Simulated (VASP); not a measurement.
# Ni3RuN3 (P4mm) in VASP: a series of runs

Runs on Ni3RuN3. Level: PBE. Tasks: relaxation of cell and atoms, single point, relaxation of shape and atoms at fixed volume.

Program: VASP 6.6.1. These are calculated values, not measurements. Logs are shortened: lines on timing, memory, paths and dates and some standing lists are left out, and cuts for length are marked.

**1. The cell of the first run**

It takes space group P4mm (No. 99, tetragonal). The conventional cell has a = 3.750 Å, b = 3.750 Å, c = 5.127 Å, α = 90.00°, β = 90.00°, γ = 90.00°. Within 2.5 Å of Ni (site symmetry 2mm) lie 3 N at 1.89 to 1.98 Å. Ni (site symmetry 4mm) has 4 N at 1.88 Å within 2.5 Å. Ru (site symmetry 4mm) has 5 N at 1.87 to 2.13 Å within 2.5 Å. Within 2.5 Å of N (site symmetry 2mm) lie 3 Ni at 1.88 to 1.98 Å and 2 Ru at 2.13 Å. Within 2.5 Å of N (site symmetry 4mm) lie 1 Ru at 1.87 Å and 4 Ni at 1.89 Å.

The cell was generated, and may not be a known phase.

**2. Relaxation of cell and atoms, PBE**

INCAR

```
SYSTEM = Ni3RuN3
PREC = Accurate
ENCUT = 600
EDIFF = 1E-7
ISMEAR = 0
SIGMA = 0.1
LREAL = .FALSE.
LASPH = .TRUE.
NELM = 80
ALGO = Normal
ISIF = 3
LWAVE = .FALSE.
LCHARG = .FALSE.
GGA = PE
IBRION = 2
NSW = 100
EDIFFG = -0.01
```

KPOINTS

```
Automatic mesh
0
G
  8 8 6
  0 0 0
```

POSCAR

```
Ni3RuN3
1.0
    3.7496174649      0.0000000000      0.0000000000
    0.0000000000      3.7496174649      0.0000000000
    0.0000000000      0.0000000000      5.1265524982
Ni Ru N
3 1 3
Direct
    0.0000000000      0.5000000000      0.4561768020
    0.5000000000      0.0000000000      0.4561768020
    0.5000000000      0.5000000000      0.8283751971
    0.0000000000      0.0000000000      0.0409342574
    0.0000000000      0.5000000000      0.8419310581
    0.5000000000      0.0000000000      0.8419310581
    0.0000000000      0.0000000000      0.4061778354
```

Potentials or basis: VASP PAW PBE potentials, release 64 (Ni, Ru_pv, N).

Run with:

```bash
$ cat potpaw_PBE.64/Ni/POTCAR potpaw_PBE.64/Ru_pv/POTCAR potpaw_PBE.64/N/POTCAR > POTCAR
$ mpirun -np 1 vasp_std > vasp.out
```

OUTCAR:

```text
SYSTEM = Ni3RuN3
   PREC = Accurate
   ENCUT = 600
   EDIFF = 1E-7
   ISMEAR = 0
   LREAL = .FALSE.
   LASPH = .TRUE.
   NELM = 80
   ISIF = 3
   GGA = PE
   IBRION = 2
   NSW = 100
   EDIFFG = -0.01

 ion  position               nearest neighbor table
   1  0.000  0.500  0.456-   7 1.89   7 1.89   5 1.98   2 2.65   2 2.65   2 2.65   2 2.65   3 2.68
                             3 2.68   4 2.84   4 2.84
   2  0.500  0.000  0.456-   7 1.89   7 1.89   6 1.98   1 2.65   1 2.65   1 2.65   1 2.65   3 2.68
                             3 2.68   4 2.84   4 2.84
   3  0.500  0.500  0.828-   5 1.88   6 1.88   6 1.88   5 1.88   2 2.68   1 2.68   1 2.68   2 2.68
                             4 2.87   4 2.87   4 2.87   4 2.87
   4  0.000  0.000  0.041-   7 1.87   6 2.13   5 2.13   5 2.13   6 2.13   1 2.84   2 2.84   2 2.84
                             1 2.84   3 2.87   3 2.87   3 2.87   3 2.87
   5  0.000  0.500  0.842-   3 1.88   3 1.88   1 1.98   4 2.13   4 2.13
   6  0.500  0.000  0.842-   3 1.88   3 1.88   2 1.98   4 2.13   4 2.13
   7  0.000  0.000  0.406-   4 1.87   2 1.89   1 1.89   1 1.89   2 1.89

  LATTYP: Found a simple tetragonal cell.
 ALAT       =     3.7496174649
 C/A-ratio  =     1.3672201354

  Lattice vectors:

 A1 = (   3.7496174649,   0.0000000000,   0.0000000000)
 A2 = (   0.0000000000,   3.7496174649,   0.0000000000)
 A3 = (   0.0000000000,   0.0000000000,   5.1265524982)

Analysis of symmetry for initial positions (statically):
=====================================================================
 Subroutine PRICEL returns:
 Original cell was already a primitive cell.

 Routine SETGRP: Setting up the symmetry group for a
 simple tetragonal supercell.

 Subroutine GETGRP returns: Found  8 space group operations
 (whereof  8 operations were pure point group operations)
 out of a pool of 16 trial point group operations.

The static configuration has the point symmetry C_4v.

Analysis of symmetry for dynamics (positions and initial velocities):
=====================================================================
 Subroutine PRICEL returns:
 Original cell was already a primitive cell.

 Routine SETGRP: Setting up the symmetry group for a
 simple tetragonal supercell.

 Subroutine GETGRP returns: Found  8 space group operations
 (whereof  8 operations were pure point group operations)
 out of a pool of 16 trial point group operations.

The dynamic configuration has the point symmetry C_4v.

 Subroutine INISYM returns: Found  8 space group operations
 (whereof  8 operations are pure point group operations),
 and found     1 'primitive' translations
[... 123 lines left out ...]
   IMIX   =      4    mixing-type and parameters
     AMIX     =   0.40;   BMIX     =  1.00
     AMIX_MAG =   1.60;   BMIX_MAG =  1.00
  volume/ion in A,a.u.               =      10.30        69.49
  Fermi-wavevector in a.u.,A,eV,Ry     =   1.531413  2.893951 31.908743  2.345226
  Thomas-Fermi vector in A             =   2.638761
   LORBIT       =      0    0 simple, 1 ext, 2 COOP (PROOUT), +10 PAW based schemes
   GGA     = PE    functional components
   LHFCALC =     F    Hartree Fock is set to
   AEXX    =    0.0000 exact exchange contribution
   IVDW    =     0    specifies the selected vdW correction
   LEPSILON=     F    determine dielectric tensor
   LRPA    =     F    only Hartree local field effects (RPA)
 conjugate gradient relaxation of ions
 non-spin polarized calculation
 Gauss-broadening in eV      SIGMA  =   0.10
  energy-cutoff  :      600.00
  volume of cell :       72.08
 maximum number of plane-waves:      2437
 NGX is ok and might be reduce to    30
   NGX = 15   NGY = 15   NGZ = 21

--------------------------------------- Ionic step        1  -------------------------------------------

 number of electron      58.9999981 magnetization

 Free energy of the ion-electron system (eV)
  ---------------------------------------------------
  ext. energy  EPLUGINS =         0.00000000
  ---------------------------------------------------
  free energy    TOTEN  =       -48.20409422 eV

  energy without entropy =      -48.17285000  energy(sigma->0) =      -48.18847211

------------------------ aborting loop because EDIFF is reached ----------------------------------------

  FORCE on cell =-STRESS in cart. coord.  units (eV):
  Direction    XX          YY          ZZ          XY          YZ          ZX
  --------------------------------------------------------------------------------------
  -------------------------------------------------------------------------------------
  Total        0.0860286      0.0860286      0.0870707      0.0000000      0.0000000      0.0000000
  in kB        1.9122921      1.9122921      1.9354567      0.0000000      0.0000000      0.0000000
  external PRESSURE =       1.9200137 kB  Pullay stress =       0.0000000 kB
[... 104 lines left out ...]
  FREE ENERGIE OF THE ION-ELECTRON SYSTEM (eV)
  ---------------------------------------------------
  free  energy   TOTEN  =       -48.2061760839 eV

  energy  without entropy=      -48.1738426665  energy(sigma->0) =      -48.19000938

[... ionic steps 4 to 8 ...]

--------------------------------------- Ionic step        9  -------------------------------------------

 number of electron      58.9999988 magnetization

------------------------ aborting loop because EDIFF is reached ----------------------------------------
[... 77 lines left out ...]
--------------------------------------- Ionic step       11  -------------------------------------------

 number of electron      58.9999988 magnetization

 Free energy of the ion-electron system (eV)
  ---------------------------------------------------
  ext. energy  EPLUGINS =         0.00000000
  ---------------------------------------------------
  free energy    TOTEN  =       -48.20743696 eV

  energy without entropy =      -48.17469471  energy(sigma->0) =      -48.19106583

 E-fermi :   8.5051     XC(G=0): -12.5543

 val. band max:        8.5049432359   @ k =   0.3750   0.3750   0.1667
 cond. band min:       8.5073388206   @ k =   0.3750   0.2500   0.0000
 fundamental gap:      0.0023955848
 Fermi energy:         8.5050700228

 k-point     1 :       0.0000    0.0000    0.0000
  band No.  band energies     occupation
      1     -35.4103      2.00000
      2     -34.8780      2.00000
      3     -34.8780      2.00000
      4      -8.7351      2.00000
      5      -7.4751      2.00000
      6      -6.1403      2.00000
[... 901 lines left out ...]
     34      10.3609      0.00000
     35      11.1904      0.00000

 [... further k-points ...]
[... 5 lines left out ...]
  --------------------------------------------------------------------------------------
  -------------------------------------------------------------------------------------
  Total       -0.0058558     -0.0058558     -0.0014295      0.0000000      0.0000000      0.0000000
  in kB       -0.1300374     -0.1300374     -0.0317450      0.0000000      0.0000000      0.0000000
  external PRESSURE =      -0.0972733 kB  Pullay stress =       0.0000000 kB
[... 22 lines left out ...]
  FREE ENERGIE OF THE ION-ELECTRON SYSTEM (eV)
  ---------------------------------------------------
  free  energy   TOTEN  =       -48.2074369628 eV

  energy  without entropy=      -48.1746947054  energy(sigma->0) =      -48.19106583

 reached required accuracy - stopping structural energy minimisation
```

Run time: 9.8 min. Hardware: 1 thread of Intel Xeon 6975P-C (Granite Rapids), shared host; peak memory 0.31 GiB.

Results:

```
Free energy                           : -48.2074 eV
Relaxed volume                        : 10.31 Å³/atom
Relaxed cell                          : a = 3.749 Å, b = 3.749 Å, c = 5.134 Å, α = 90.00°, β = 90.00°, γ = 90.00°
Space group after relaxing (to 0.1 Å) : P4mm (No. 99)
Energy gained by relaxing             : 0.5 meV/atom
Ionic steps                           : 11
Pressure after relaxing               : 0.0 GPa
Largest force after relaxing          : 0.009 eV/Å
Band gap on the k mesh                : zero (an odd number of electrons rules out a gap without spin polarisation)
```

Forces in eV/Å, atoms in the order of the input:
```
Ni   0.000  0.000  0.003
Ni   0.000  0.000  0.003
Ni   0.000  0.000 -0.003
Ru   0.000  0.000  0.007
N    0.000  0.000  0.000
N    0.000  0.000  0.000
N    0.000  0.000 -0.009
```

Step by step:
| step | energy change (eV) | largest force (eV/Å) | pressure (GPa) | volume (Å³) |
| --- | --- | --- | --- | --- |
| 1 | 0.0000 | 0.1592 | 0.19 | 72.08 |
| 2 | -0.0018 | 0.1125 | -0.24 | 72.21 |
| 3 | -0.0021 | 0.1417 | -0.49 | 72.29 |
| 4 | -0.0030 | 0.0594 | -0.09 | 72.17 |
| 5 | -0.0030 | 0.0489 | 0.00 | 72.15 |
| 6 | -0.0032 | 0.0338 | 0.01 | 72.14 |
| 7 | -0.0033 | 0.0115 | 0.02 | 72.13 |
| 8 | -0.0033 | 0.0141 | 0.03 | 72.12 |
| 9 | -0.0033 | 0.0164 | 0.01 | 72.14 |
| 10 | -0.0033 | 0.0161 | 0.00 | 72.14 |
| 11 | -0.0033 | 0.0092 | -0.01 | 72.15 |

Final structure:
```
Ni Ru N
1.0
     3.74878    0.00000    0.00000
     0.00000    3.74878    0.00000
     0.00000    0.00000    5.13391
Ni Ru N
3 1 3
Direct
  0.00000 0.50000 0.45624
  0.50000 0.00000 0.45624
  0.50000 0.50000 0.82329
  0.00000 0.00000 0.04126
  0.00000 0.50000 0.84419
  0.50000 0.00000 0.84419
  0.00000 0.00000 0.40630
```

Levels at points of the mesh, in eV from the Fermi level:
```tsv
k point	band 26	band 27	band 28	band 29	band 30	band 31	band 32	band 33
(0.00, 0.00, 0.00)	-1.07	-0.89	-0.66	-0.66	-0.51	-0.39	1.76	1.83
(0.50, 0.00, 0.00)	-1.11	-0.93	-0.74	-0.38	-0.06	0.82	0.84	1.13
(0.50, 0.50, 0.00)	-0.77	-0.77	-0.17	0.04	0.04	1.15	1.48	1.48
(0.00, 0.00, 0.50)	-1.00	-0.64	-0.64	-0.51	0.16	0.60	0.80	1.69
(0.50, 0.00, 0.50)	-0.93	-0.75	-0.37	-0.04	0.06	0.87	1.08	1.43
(0.50, 0.50, 0.50)	-1.07	-0.93	-0.70	0.22	0.22	1.48	1.92	1.92
```

Caveat: an odd number of electrons without spin polarisation forces a metal; a magnetic or distorted state may lie lower; the run has no spin polarisation, though such a crystal can be magnetic.

(Continued in part 2 of 2.)
